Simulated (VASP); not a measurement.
The system is Nb.

```
Nb
1.0
    -1.67497    1.67497    1.67497
     1.67497   -1.67497    1.67497
     1.67497    1.67497   -1.67497
Nb
1
Direct
  0.00000 0.00000 0.00000
```

This cell differs from its parent crystal: volume scaled by 1.02.

Base run:

```yaml
Program: VASP 6.6.1
Functional: PBEsol
Potentials_or_basis: VASP PAW PBE potentials, release 64 (Nb_sv)
Cutoff: 500 eV
k_mesh: 11 × 11 × 11
Occupations: fermi-dirac, width 0.05 eV
Spin: no spin polarisation
```

Its results: pressure -11.1 GPa.

Problem. After a change of settings the same cell gave: pressure -14.5 GPa. Which change was it?
A. functional from PBEsol to LDA; potentials or basis from VASP PAW PBE potentials, release 64 (Nb_sv) to VASP PAW LDA potentials, release 64 (Nb_sv)
B. functional from PBEsol to PBE; cutoff from 500 eV to 520 eV; further incar settings from ALGO = Normal; EDIFF = 1e-06; NBANDS = 12 to ALGO = Fast; EDIFF = 1e-07; NBANDS = 12
C. functional from PBEsol to RPBE; dispersion from none to D4

Solution. A.

Caveats: the PAW data sets were made with another functional, which shifts forces and pressure a little (some runs).
